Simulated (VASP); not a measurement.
# C in VASP: single point with r2SCAN

Aim: the single point of C with r2SCAN.

Program: VASP 6.6.1. These are calculated values, not measurements. Logs are shortened: lines on timing, memory, paths and dates and some standing lists are left out, and cuts for length are marked.

## 1. The cell of the first run

The cell holds a slab with vacuum, 2 atoms: a = 2.456 Å, b = 2.456 Å, c = 20.897 Å, α = 90.00°, β = 90.00°, γ = 120.00°.

## 2. Single point, r2SCAN

POSCAR

```
C
1.0
    2.4557915466      0.0000000000      0.0000000000
   -1.2278957733      2.1267778657      0.0000000000
    0.0000000000      0.0000000000     20.8968209349
C
2
Direct
    1.0000000000      0.0000000000      0.6946202268
    0.3333333333      0.6666666667      0.6946174369
```

INCAR.step1

```
SYSTEM = C
  PREC = Accurate
  ENCUT = 580
  ISMEAR = 0
  SIGMA = 0.04
  LREAL = .FALSE.
  LASPH = .TRUE.
  NELM = 120
  LDIPOL = .TRUE.
  IDIPOL = 3
  DIPOL = 0.5 0.5 0.695
  NBANDS = 11
  GGA = PE
  ALGO = Normal
  EDIFF = 1E-5
  LWAVE = .TRUE.
  LCHARG = .FALSE.
  GGA_COMPAT = .FALSE.
  NELMDL = -8
```

INCAR.step2

```
SYSTEM = C
  PREC = Accurate
  ENCUT = 580
  EDIFF = 1E-6
  ISMEAR = 0
  SIGMA = 0.04
  LREAL = .FALSE.
  LASPH = .TRUE.
  NELM = 120
  ALGO = Normal
  ISIF = 2
  LWAVE = .FALSE.
  LCHARG = .TRUE.
  LDIPOL = .TRUE.
  IDIPOL = 3
  DIPOL = 0.5 0.5 0.695
  METAGGA = R2SCAN
  LMIXTAU = .TRUE.
  LELF = .TRUE.
  LVHAR = .TRUE.
  LVACPOTAV = .TRUE.
  NBANDS = 11
  ISTART = 1
  GGA_COMPAT = .FALSE.
```

KPOINTS

```
Automatic mesh
0
G
  15 15 1
  0 0 0
```

Potentials or basis: VASP PAW PBE potentials, release 64 (C).

Run with:

```console
> cat potpaw_PBE.64/C/POTCAR > POTCAR
> cp INCAR.step1 INCAR
> mpirun -np 1 vasp_std > vasp.out
> cp INCAR.step2 INCAR
> mpirun -np 1 vasp_std > vasp.out
```

OUTCAR:

```text
SYSTEM = C
   PREC = Accurate
   ENCUT = 580
   EDIFF = 1E-6
   ISMEAR = 0
   LREAL = .FALSE.
   LASPH = .TRUE.
   NELM = 120
   ISIF = 2
   METAGGA = R2SCAN
   ISTART = 1

 ion  position               nearest neighbor table
   1  0.000  0.000  0.695-   2 1.42   2 1.42   2 1.42
   2  0.333  0.667  0.695-   1 1.42   1 1.42   1 1.42

  LATTYP: Found a hexagonal cell.
 ALAT       =     2.4557915466
 C/A-ratio  =     8.5091997991

  Lattice vectors:

 A1 = (   2.4557915466,   0.0000000000,   0.0000000000)
 A2 = (  -1.2278957733,   2.1267778657,   0.0000000000)
 A3 = (   0.0000000000,   0.0000000000,  20.8968209349)

Analysis of symmetry for initial positions (statically):
=====================================================================
 Subroutine PRICEL returns:
 Original cell was already a primitive cell.

 Routine SETGRP: Setting up the symmetry group for a
 hexagonal supercell.

 Subroutine GETGRP returns: Found 24 space group operations
 (whereof  6 operations were pure point group operations)
 out of a pool of 24 trial point group operations.

The static configuration has the point symmetry C_3v.
 The point group associated with its full space group is D_6h.

Analysis of symmetry for dynamics (positions and initial velocities):
=====================================================================
 Subroutine PRICEL returns:
 Original cell was already a primitive cell.

 Routine SETGRP: Setting up the symmetry group for a
 hexagonal supercell.

 Subroutine GETGRP returns: Found 24 space group operations
 (whereof  6 operations were pure point group operations)
 out of a pool of 24 trial point group operations.

The dynamic configuration has the point symmetry C_3v.
 The point group associated with its full space group is D_6h.

 Subroutine INISYM returns: Found 24 space group operations
 (whereof  6 operations are pure point group operations),
 and found     1 'primitive' translations

----------------------------------------------------------------------------------------

                                     Primitive cell

  volume of cell :     109.1425

  direct lattice vectors                    reciprocal lattice vectors
     2.455791547  0.000000000  0.000000000     0.407200685  0.235097425  0.000000000
    -1.227895773  2.126777866  0.000000000     0.000000000  0.470194850  0.000000000
     0.000000000  0.000000000 20.896820935     0.000000000  0.000000000  0.047854169

  length of vectors
     2.455791547  2.455791547 20.896820935     0.470194850  0.470194850  0.047854169

  position of ions in fractional coordinates (direct lattice)
     0.000000000  0.000000000  0.694620227
     0.333333333  0.666666667  0.694617437

  ion indices of the primitive-cell ions
   primitive index   ion index
                 1           1
                 2           2

----------------------------------------------------------------------------------------

 KPOINTS: Automatic mesh

Automatic generation of k-mesh.
 Grid dimensions read from file:
 generate k-points for:   15   15    1

 Generating k-lattice:

  Cartesian coordinates                     Fractional coordinates (reciprocal lattice)
     0.027146712  0.015673162  0.000000000     0.066666667 -0.000000000  0.000000000
     0.000000000  0.031346323  0.000000000     0.000000000  0.066666667  0.000000000
     0.000000000  0.000000000  0.047854169     0.000000000  0.000000000  1.000000000

  Length of vectors
     0.031346323  0.031346323  0.047854169

  Shift w.r.t. Gamma in fractional coordinates (k-lattice)
     0.000000000  0.000000000  0.000000000

 Subroutine IBZKPT returns following result:
 ===========================================

 Found     27 irreducible k-points:

 Following reciprocal coordinates:
            Coordinates               Weight
  0.000000  0.000000  0.000000      1.000000
  0.066667  0.000000  0.000000      6.000000
  0.133333  0.000000  0.000000      6.000000
  0.200000  0.000000  0.000000      6.000000
  0.266667  0.000000  0.000000      6.000000
  0.333333  0.000000  0.000000      6.000000
[... 16 lines left out ...]
  0.333333  0.200000  0.000000     12.000000
  0.400000  0.200000  0.000000      6.000000
 [... further k-points ...]
   k-points           NKPTS =     27   k-points in BZ     NKDIM =     27   number of bands    NBANDS=     11
   number of dos      NEDOS =    301   number of ions     NIONS =      2
   total plane-waves  NPLWV =  67200
   dimension x,y,z NGX =    20 NGY =   20 NGZ =  168
   dimension x,y,z NGXF=    40 NGYF=   40 NGZF=  336
   ions per type =               2
   NGX,Y,Z   is equivalent  to a cutoff of  13.54, 13.54, 13.37 a.u.
   NGXF,Y,Z  is equivalent  to a cutoff of  27.08, 27.08, 26.73 a.u.
 SYSTEM =  C
   PREC   = accura    normal or accurate (medium, high low for compatibility)
   ISTART =      1    job   : 0-new  1-cont  2-samecut
   ICHARG =      0    charge: 1-file 2-atom 10-const
   ISPIN  =      1    spin polarized calculation?
   LNONCOLLINEAR =      F non collinear calculations
   LSORBIT =      F    spin-orbit coupling
   LASPH  =      T    aspherical Exc in radial PAW
   ENCUT  =  580.0 eV  42.63 Ry    6.53 a.u.   4.82  4.82 41.03*2*pi/ulx,y,z
   NELM   =    120;   NELMIN=  2; NELMDL=  0     # of ELM steps
   EDIFF  = 0.1E-05   stopping-criterion for ELM
   LREAL  =      F    real-space projection
   EDIFFG = 0.1E-04   stopping-criterion for IOM
   NSW    =      0    number of steps for IOM
   IBRION =     -1    ionic relax: 0-MD 1-quasi-New 2-CG
   NFREE  =      0    steps in history (QN), initial steepest desc. (CG)
   ISIF   =      2    stress and relaxation
   ISYM   =      2    0-nonsym 1-usesym 2-fastsym
   POTIM  = 0.5000    time-step for ionic-motion
   TEBEG  =    0.0;   TEEND  =   0.0 temperature during run
   PSTRESS=    0.0 pullay stress
   NELECT =       8.0000    total number of electrons
   NUPDOWN=      -1.0000    fix difference up-down
   EMIN   =  10.00;   EMAX   =-10.00  energy-range for DOS
   EFERMI =   0.00;   METHOD = LEGACY
   ISMEAR =     0;   SIGMA  =   0.04  broadening in eV -4-tet -1-fermi 0-gaus
   EFERMI_NEDOS =   21; number of points for ismear=-14 and -15
   IALGO  =     38    algorithm
   IMIX   =      4    mixing-type and parameters
     AMIX     =   0.40;   BMIX     =  1.00
     AMIX_MAG =   1.60;   BMIX_MAG =  1.00
  volume/ion in A,a.u.               =      54.57       368.26
  Fermi-wavevector in a.u.,A,eV,Ry     =   0.685131  1.294710  6.386634  0.469404
  Thomas-Fermi vector in A             =   1.764984
   LORBIT       =      0    0 simple, 1 ext, 2 COOP (PROOUT), +10 PAW based schemes
   METAGGA = R2SCAN    functional components
   LHFCALC =     F    Hartree Fock is set to
   AEXX    =    0.0000 exact exchange contribution
   IVDW    =     0    specifies the selected vdW correction
   LEPSILON=     F    determine dielectric tensor
   LRPA    =     F    only Hartree local field effects (RPA)
 non-spin polarized calculation
 Gauss-broadening in eV      SIGMA  =   0.04
  energy-cutoff  :      580.00
  volume of cell :      109.14
 maximum number of plane-waves:      3501
 NGX is ok and might be reduce to    20
   NGX =  9   NGY =  9   NGZ = 83

 number of electron       8.0000000 magnetization

 dipolmoment           0.000000      0.000000      0.000114 electrons x Angstroem

 Free energy of the ion-electron system (eV)
  ---------------------------------------------------
  ext. energy  EPLUGINS =         0.00000000
  ---------------------------------------------------
  free energy    TOTEN  =       -19.84379395 eV

  energy without entropy =      -19.84339275  energy(sigma->0) =      -19.84359335

 E-fermi :  -2.8200     XC(G=0):  -2.0682

 val. band max:       -2.8199783765   @ k =   0.3333   0.3333   0.0000
 cond. band min:      -2.8199754913   @ k =   0.3333   0.3333   0.0000
 fundamental gap:      0.0000028852
 Fermi energy:        -2.8199769337

 k-point     1 :       0.0000    0.0000    0.0000
  band No.  band energies     occupation
      1     -23.6916      2.00000
      2     -10.9688      2.00000
      3      -6.0555      2.00000
      4      -6.0555      2.00000
      5       0.8120      0.00000
      6       1.5332      0.00000
      7       1.6573      0.00000
      8       2.5796      0.00000
      9       2.9512      0.00000
     10       4.5248      0.00000
     11       5.0641      0.00000

 k-point     2 :       0.0667    0.0000    0.0000
  band No.  band energies     occupation
      1     -23.5799      2.00000
      2     -10.8353      2.00000
      3      -6.5153      2.00000
      4      -6.2946      2.00000
      5       0.9574      0.00000
      6       1.6798      0.00000
      7       1.8047      0.00000
      8       2.7260      0.00000
      9       3.0976      0.00000
     10       4.6704      0.00000
     11       5.2060      0.00000

 k-point     3 :       0.1333    0.0000    0.0000
  band No.  band energies     occupation
      1     -23.2453      2.00000
      2     -10.4368      2.00000
      3      -7.7327      2.00000
      4      -6.8993      2.00000
      5       1.3938      0.00000
      6       2.1194      0.00000
      7       2.2472      0.00000
      8       3.1650      0.00000
      9       3.5369      0.00000
     10       5.1061      0.00000
     11       5.6205      0.00000
[... 267 lines left out ...]
 k-point    23 :       0.3333    0.2000    0.0000
  band No.  band energies     occupation
      1     -18.4636      2.00000
      2     -15.2919      2.00000
      3     -12.1030      2.00000
      4      -5.1309      2.00000
      5      -0.6243      0.00000
      6       7.8712      0.00000
      7       8.3895      0.00000
      8       8.7093      0.00000
      9       8.8873      0.00000
     10       9.4125      0.00000
     11      10.1160      0.00000

 k-point    24 :       0.4000    0.2000    0.0000
  band No.  band energies     occupation
      1     -17.5074      2.00000
      2     -16.3639      2.00000
      3     -12.2460      2.00000
      4      -4.4367      2.00000
      5      -1.4197      0.00000
      6       8.6286      0.00000
      7       9.1007      0.00000
      8       9.7177      0.00000
      9       9.8845      0.00000
     10      10.7814      0.00000
     11      10.9282      0.00000

 [... further k-points ...]

------------------------ aborting loop because EDIFF is reached ----------------------------------------

 vacuum level on the upper side and lower side of the slab       (xc-potential included)        -0.038        -0.037

  FORCE on cell =-STRESS in cart. coord.  units (eV):
  Direction    XX          YY          ZZ          XY          YZ          ZX
  --------------------------------------------------------------------------------------
  -------------------------------------------------------------------------------------
  Total        0.0730659      0.0730659     -0.0404399     -0.0000000      0.0000000      0.0000000
  in kB        1.0725847      1.0725847     -0.5936448     -0.0000000      0.0000000      0.0000000
  external PRESSURE =       0.5171748 kB  Pullay stress =       0.0000000 kB

 VOLUME and BASIS-vectors are now :
 -----------------------------------------------------------------------------
  energy-cutoff  :      580.00
  volume of cell :      109.14
      direct lattice vectors                 reciprocal lattice vectors
     2.455791547  0.000000000  0.000000000     0.407200685  0.235097425  0.000000000
    -1.227895773  2.126777866  0.000000000     0.000000000  0.470194850  0.000000000
     0.000000000  0.000000000 20.896820935     0.000000000  0.000000000  0.047854169

 POSITION                                       TOTAL-FORCE (eV/Angst)
 -----------------------------------------------------------------------------------
      0.00000      0.00000     14.51535        -0.000000      0.000000      0.000000
     -0.00000      1.41785     14.51530         0.000000     -0.000000     -0.000000
 -----------------------------------------------------------------------------------
    total drift:                                0.000001     -0.000001      0.026221

  FREE ENERGIE OF THE ION-ELECTRON SYSTEM (eV)
  ---------------------------------------------------
  free  energy   TOTEN  =       -19.8437939506 eV

  energy  without entropy=      -19.8433927492  energy(sigma->0) =      -19.84359335

 vacuum level on the upper side and lower side of the slab         1.450         1.446
```

It took 1.7 min on 1 thread of Intel Xeon 6975P-C (Granite Rapids), shared host; peak memory 0.26 GiB.

What came out:

* Free energy: -19.8438 eV
* Band gap on the k mesh: zero (filled and empty bands touch)
* Work function of the upper face: 4.27 eV
* Work function of the lower face: 4.27 eV

Caveat: the PAW data sets were made with another functional, which shifts forces and pressure a little.
